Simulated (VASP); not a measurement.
# GeSbTe3 (R3m) in VASP: single point with PBE

Aim: the single point of GeSbTe3 with PBE.

Everything below comes from runs of VASP 6.6.1. Logs are shortened: lines on timing, memory, paths and dates and some standing lists are left out, and cuts for length are marked.

## Step 1: The cell of the first run

Symmetry: R3m, No. 160, trigonal system. Conventional cell: a = 4.155 Å, b = 4.155 Å, c = 31.202 Å, α = 90.00°, β = 90.00°, γ = 120.00°. Ge (site symmetry 3m) has 6 Te at 2.83 to 3.16 Å within 3.7 Å. Sb (site symmetry 3m) has 6 Te at 3.02 to 3.10 Å and 6 Sb at 4.15 Å within 4.2 Å. Within 4.3 Å of Te (site symmetry 3m) lie 3 Sb at 3.10 Å and 3 Ge at 3.16 Å and 9 Te at 4.15 to 4.30 Å. Within 4.2 Å of Te (site symmetry 3m) lie 3 Sb at 3.02 Å and 9 Te at 3.87 to 4.15 Å. Within 3.7 Å of Te (site symmetry 3m) lie 3 Ge at 2.83 Å.

## Step 2: Single point, PBE

Contents of INCAR:

```
ALGO = Normal ; EDIFF = 1E-6
ENCUT = 520 ; GGA = PE
ISIF = 2 ; ISMEAR = 0
LASPH = T ; LCHARG = T
LELF = T ; LREAL = Auto
LVHAR = T ; LWAVE = F
NBANDS = 68 ; NELM = 60
PREC = Accurate ; SIGMA = 0.15
```

Contents of KPOINTS:

```
k-points
0
Gamma
  13 13 2
```

Contents of POSCAR:

```
GeSbTe3
1.0
   -4.1549290696      0.0000000000      0.0000000000
   -2.0774645348     -3.5982741252      0.0000000000
    0.0000000000      0.0000000000     31.2016984524
Ge Sb Te
3 3 9
Direct
    0.6666666667      0.6666666667      0.9331630255
    1.0000000000      0.0000000000      0.5998296922
    0.3333333333      0.3333333333      0.2664963588
    0.6666666667      0.6666666667      0.7287709352
    1.0000000000      0.0000000000      0.3954376019
    0.3333333333      0.3333333333      0.0621042686
    0.6666666667      0.6666666667      0.3324643590
    1.0000000000      0.0000000000      0.9991310257
    0.3333333333      0.3333333333      0.6657976923
    0.6666666667      0.6666666667      0.1207613620
    1.0000000000      1.0000000000      0.7874280286
    0.3333333333      0.3333333333      0.4540946953
    0.6666666667      0.6666666667      0.5515079849
    1.0000000000      0.0000000000      0.2181746516
    0.3333333333      0.3333333333      0.8848413183
```

Potentials or basis: VASP PAW PBE potentials, release 64 (Ge_d, Sb, Te).

On the command line:

```bash
$ cat potpaw_PBE.64/Ge_d/POTCAR potpaw_PBE.64/Sb/POTCAR potpaw_PBE.64/Te/POTCAR > POTCAR
$ mpirun -np 1 vasp_std > vasp.out
```

OUTCAR:

```text
EDIFF = 1E-6
   ENCUT = 520
   GGA = PE
   ISIF = 2
   ISMEAR = 0
   LASPH = T
   LREAL = Auto
   NELM = 60
   PREC = Accurate

 ion  position               nearest neighbor table
   1  0.667  0.667  0.933-  15 2.83  15 2.83  15 2.83   8 3.16   8 3.16   8 3.16
   2  0.000  0.000  0.600-  13 2.83  13 2.83  13 2.83   9 3.16   9 3.16   9 3.16
   3  0.333  0.333  0.266-  14 2.83  14 2.83  14 2.83   7 3.16   7 3.16   7 3.16
   4  0.667  0.667  0.729-  11 3.02  11 3.02  11 3.02   9 3.10   9 3.10   9 3.10
   5  0.000  0.000  0.395-  12 3.02  12 3.02  12 3.02   7 3.10   7 3.10   7 3.10
   6  0.333  0.333  0.062-  10 3.02  10 3.02  10 3.02   8 3.10   8 3.10   8 3.10
   7  0.667  0.667  0.332-   5 3.10   5 3.10   5 3.10   3 3.16   3 3.16   3 3.16
   8  0.000  0.000  0.999-   6 3.10   6 3.10   6 3.10   1 3.16   1 3.16   1 3.16
   9  0.333  0.333  0.666-   4 3.10   4 3.10   4 3.10   2 3.16   2 3.16   2 3.16
  10  0.667  0.667  0.121-   6 3.02   6 3.02   6 3.02
  11  0.000  0.000  0.787-   4 3.02   4 3.02   4 3.02
  12  0.333  0.333  0.454-   5 3.02   5 3.02   5 3.02
  13  0.667  0.667  0.552-   2 2.83   2 2.83   2 2.83
  14  0.000  0.000  0.218-   3 2.83   3 2.83   3 2.83
  15  0.333  0.333  0.885-   1 2.83   1 2.83   1 2.83

  LATTYP: Found a hexagonal cell.
 ALAT       =     4.1549290696
 C/A-ratio  =     7.5095622403

  Lattice vectors:

 A1 = (   2.0774645348,   3.5982741252,   0.0000000000)
 A2 = (  -4.1549290696,   0.0000000000,   0.0000000000)
 A3 = (   0.0000000000,   0.0000000000,  31.2016984524)

Analysis of symmetry for initial positions (statically):
=====================================================================
 Subroutine PRICEL returns following result:

  LATTYP: Found a trigonal (rhomboedric) cell.
 ALAT       =    10.6736242591
 COS(alpha) =     0.9242341653

  Lattice vectors:

 A1 = (   0.0000000002,   2.3988494169, -10.4005661529)
 A2 = (   2.0774645344,  -1.1994247086, -10.4005661466)
 A3 = (  -2.0774645346,  -1.1994247083, -10.4005661529)

   3 primitive cells build up your supercell.

 Routine SETGRP: Setting up the symmetry group for a
 hexagonal supercell.

 Subroutine GETGRP returns: Found  6 space group operations
 (whereof  6 operations were pure point group operations)
 out of a pool of 24 trial point group operations.

The static configuration has the point symmetry C_3v.

Analysis of symmetry for dynamics (positions and initial velocities):
=====================================================================
 Subroutine PRICEL returns following result:

  LATTYP: Found a trigonal (rhomboedric) cell.
 ALAT       =    10.6736242591
 COS(alpha) =     0.9242341653

  Lattice vectors:

 A1 = (   0.0000000002,   2.3988494169, -10.4005661529)
 A2 = (   2.0774645344,  -1.1994247086, -10.4005661466)
 A3 = (  -2.0774645346,  -1.1994247083, -10.4005661529)

   3 primitive cells build up your supercell.

 Routine SETGRP: Setting up the symmetry group for a
 hexagonal supercell.

 Subroutine GETGRP returns: Found  6 space group operations
 (whereof  6 operations were pure point group operations)
 out of a pool of 24 trial point group operations.

The dynamic configuration has the point symmetry C_3v.

 Subroutine INISYM returns: Found  6 space group operations
 (whereof  6 operations are pure point group operations),
 and found     3 'primitive' translations

----------------------------------------------------------------------------------------

                                     Primitive cell

  volume of cell :     155.4944

  direct lattice vectors                    reciprocal lattice vectors
     0.000000000  2.398849417-10.400566153     0.000000000  0.277911011 -0.032049537
     2.077464534 -1.199424709-10.400566147     0.240677996 -0.138955506 -0.032049537
    -2.077464535 -1.199424708-10.400566153    -0.240677996 -0.138955506 -0.032049537

  length of vectors
    10.673624259 10.673624253 10.673624259     0.279752932  0.279752932  0.279752932

  position of ions in fractional coordinates (direct lattice)
     0.400170308  0.400170308  0.400170308
     0.604562398  0.604562398  0.604562398
     0.000868974  0.000868974  0.000868974
     0.212571971  0.212571971  0.212571971
     0.781825348  0.781825348  0.781825349

  ion indices of the primitive-cell ions
   primitive index   ion index
                 1           1
                 2           4
                 3           7
                 4          10
                 5          13

----------------------------------------------------------------------------------------

 KPOINTS: k-points

Automatic generation of k-mesh.
 Grid dimensions read from file:
 generate k-points for:   13   13    2

 Generating k-lattice:

  Cartesian coordinates                     Fractional coordinates (reciprocal lattice)
    -0.018513692  0.010688885  0.000000000     0.076923077  0.000000000  0.000000000
     0.000000000 -0.021377770  0.000000000     0.000000000  0.076923077  0.000000000
     0.000000000  0.000000000  0.016024769     0.000000000  0.000000000  0.500000000

  Length of vectors
     0.021377770  0.021377770  0.016024769

  Shift w.r.t. Gamma in fractional coordinates (k-lattice)
     0.000000000  0.000000000  0.000000000

 Subroutine IBZKPT returns following result:
 ===========================================

 Found     42 irreducible k-points:

 Following reciprocal coordinates:
            Coordinates               Weight
  0.000000  0.000000  0.000000      1.000000
  0.076923  0.000000  0.000000      6.000000
  0.153846  0.000000  0.000000      6.000000
  0.230769  0.000000  0.000000      6.000000
  0.307692  0.000000  0.000000      6.000000
  0.384615 -0.000000  0.000000      6.000000
[... 16 lines left out ...]
  0.076923  0.000000  0.500000      6.000000
  0.153846  0.000000  0.500000      6.000000
 [... further k-points ...]
   k-points           NKPTS =     42   k-points in BZ     NKDIM =     42   number of bands    NBANDS=     68
   number of dos      NEDOS =    301   number of ions     NIONS =     15
   total plane-waves  NPLWV = 245760
   dimension x,y,z NGX =    32 NGY =   32 NGZ =  240
   dimension x,y,z NGXF=    64 NGYF=   64 NGZF=  480
   ions per type =               3   3   9
   NGX,Y,Z   is equivalent  to a cutoff of  12.80, 12.80, 12.79 a.u.
   NGXF,Y,Z  is equivalent  to a cutoff of  25.61, 25.61, 25.57 a.u.
 SYSTEM =  unknown system
   PREC   = accura    normal or accurate (medium, high low for compatibility)
   ISTART =      0    job   : 0-new  1-cont  2-samecut
   ICHARG =      2    charge: 1-file 2-atom 10-const
   ISPIN  =      1    spin polarized calculation?
   LNONCOLLINEAR =      F non collinear calculations
   LSORBIT =      F    spin-orbit coupling
   LASPH  =      T    aspherical Exc in radial PAW
   ENCUT  =  520.0 eV  38.22 Ry    6.18 a.u.   7.73  7.73 58.01*2*pi/ulx,y,z
   NELM   =     60;   NELMIN=  2; NELMDL= -5     # of ELM steps
   EDIFF  = 0.1E-05   stopping-criterion for ELM
   LREAL  =      T    real-space projection
   EDIFFG = 0.1E-04   stopping-criterion for IOM
   NSW    =      0    number of steps for IOM
   IBRION =     -1    ionic relax: 0-MD 1-quasi-New 2-CG
   NFREE  =      0    steps in history (QN), initial steepest desc. (CG)
   ISIF   =      2    stress and relaxation
   ISYM   =      2    0-nonsym 1-usesym 2-fastsym
   POTIM  = 0.5000    time-step for ionic-motion
   TEBEG  =    0.0;   TEEND  =   0.0 temperature during run
   PSTRESS=    0.0 pullay stress
   NELECT =     111.0000    total number of electrons
   NUPDOWN=      -1.0000    fix difference up-down
   EMIN   =  10.00;   EMAX   =-10.00  energy-range for DOS
   EFERMI =   0.00;   METHOD = LEGACY
   ISMEAR =     0;   SIGMA  =   0.15  broadening in eV -4-tet -1-fermi 0-gaus
   EFERMI_NEDOS =   21; number of points for ismear=-14 and -15
   IALGO  =     38    algorithm
   IMIX   =      4    mixing-type and parameters
     AMIX     =   0.40;   BMIX     =  1.00
     AMIX_MAG =   1.60;   BMIX_MAG =  1.00
  volume/ion in A,a.u.               =      31.10       209.87
  Fermi-wavevector in a.u.,A,eV,Ry     =   1.014465  1.917061 14.002293  1.029140
  Thomas-Fermi vector in A             =   2.147694
   LORBIT       =      0    0 simple, 1 ext, 2 COOP (PROOUT), +10 PAW based schemes
   GGA     = PE    functional components
   LHFCALC =     F    Hartree Fock is set to
   AEXX    =    0.0000 exact exchange contribution
   IVDW    =     0    specifies the selected vdW correction
   LEPSILON=     F    determine dielectric tensor
   LRPA    =     F    only Hartree local field effects (RPA)
 non-spin polarized calculation
 Gauss-broadening in eV      SIGMA  =   0.15
  energy-cutoff  :      520.00
  volume of cell :      466.48
 maximum number of plane-waves:     12656
   NGX = 15   NGY = 15   NGZ =117

 number of electron     111.0000024 magnetization

 Free energy of the ion-electron system (eV)
  ---------------------------------------------------
  ext. energy  EPLUGINS =         0.00000000
  ---------------------------------------------------
  free energy    TOTEN  =       -55.33748948 eV

  energy without entropy =      -55.24631362  energy(sigma->0) =      -55.29190155

 E-fermi :   5.5693     XC(G=0):  -9.3099

 val. band max:        5.5398639151   @ k =   0.1538   0.0000   0.0000
 cond. band min:       5.5714594626   @ k =   0.2308   0.0769   0.5000
 fundamental gap:      0.0315955475
 Fermi energy:         5.5693259520

 k-point     1 :       0.0000    0.0000    0.0000
  band No.  band energies     occupation
      1     -18.9537      2.00000
      2     -18.9537      2.00000
      3     -18.9537      2.00000
      4     -18.9537      2.00000
      5     -18.9537      2.00000
      6     -18.9537      2.00000
[... 1669 lines left out ...]
     66       8.0153      0.00000
     67       8.5153      0.00000

 [... further k-points ...]

 [bands above 67 left out]

------------------------ aborting loop because EDIFF is reached ----------------------------------------

  FORCE on cell =-STRESS in cart. coord.  units (eV):
  Direction    XX          YY          ZZ          XY          YZ          ZX
  --------------------------------------------------------------------------------------
  -------------------------------------------------------------------------------------
  Total        0.1142853      0.1142853     -0.0787732     -0.0000000      0.0000000      0.0000000
  in kB        0.3925228      0.3925228     -0.2705532     -0.0000000      0.0000000      0.0000000
  external PRESSURE =       0.1714975 kB  Pullay stress =       0.0000000 kB

 VOLUME and BASIS-vectors are now :
 -----------------------------------------------------------------------------
  energy-cutoff  :      520.00
  volume of cell :      466.48
      direct lattice vectors                 reciprocal lattice vectors
    -4.154929070  0.000000000  0.000000000    -0.240677996  0.138955506  0.000000000
    -2.077464535 -3.598274125  0.000000000     0.000000000 -0.277911011  0.000000000
     0.000000000  0.000000000 31.201698452     0.000000000  0.000000000  0.032049537

 POSITION                                       TOTAL-FORCE (eV/Angst)
 -----------------------------------------------------------------------------------
     -4.15493     -2.39885     29.11627         0.000000      0.000000      0.015378
      0.00000      0.00000     18.71571         0.000000      0.000000      0.015378
     -2.07746     -1.19942      8.31514         0.000000      0.000000      0.015378
     -4.15493     -2.39885     22.73889        -0.000000     -0.000000     -0.016905
      0.00000      0.00000     12.33832        -0.000000     -0.000000     -0.016905
     -2.07746     -1.19942      1.93776        -0.000000     -0.000000     -0.016905
     -4.15493     -2.39885     10.37345        -0.000000     -0.000000     -0.000702
      0.00000      0.00000     31.17458        -0.000000     -0.000000     -0.000702
     -2.07746     -1.19942     20.77402        -0.000000     -0.000000     -0.000702
     -4.15493     -2.39885      3.76796        -0.000000     -0.000000      0.011160
      0.00000      0.00000     24.56909        -0.000000     -0.000000      0.011160
     -2.07746     -1.19942     14.16853        -0.000000     -0.000000      0.011160
     -4.15493     -2.39885     17.20799         0.000000     -0.000000     -0.008931
      0.00000      0.00000      6.80742         0.000000     -0.000000     -0.008931
     -2.07746     -1.19942     27.60855         0.000000     -0.000000     -0.008931
 -----------------------------------------------------------------------------------
    total drift:                                0.000001      0.000000      0.007635

  FREE ENERGIE OF THE ION-ELECTRON SYSTEM (eV)
  ---------------------------------------------------
  free  energy   TOTEN  =       -55.3374894752 eV

  energy  without entropy=      -55.2463136152  energy(sigma->0) =      -55.29190155
```

It took 37 min on 1 thread of Intel Xeon Platinum 8488C (Sapphire Rapids), shared host; peak memory 1.1 GiB.

Results:

```
Free energy            : -55.3375 eV
Pressure               : 0.0 GPa
Largest force          : 0.017 eV/Å
Band gap on the k mesh : zero (an odd number of electrons rules out a gap without spin polarisation)
```

Forces on the atoms (eV/Å):
```
Ge   0.000  0.000  0.015
Ge   0.000  0.000  0.015
Ge   0.000  0.000  0.015
Sb   0.000  0.000 -0.017
Sb   0.000  0.000 -0.017
Sb   0.000  0.000 -0.017
Te   0.000  0.000 -0.001
Te   0.000  0.000 -0.001
Te   0.000  0.000 -0.001
Te   0.000  0.000  0.011
Te   0.000  0.000  0.011
Te   0.000  0.000  0.011
Te   0.000  0.000 -0.009
Te   0.000  0.000 -0.009
Te   0.000  0.000 -0.009
```

Caveat: spin-orbit coupling is left out, which moves the levels of the heavy elements; this functional lacks dispersion, which binds the layers, so the pressure and a relaxed spacing across them are unreliable.
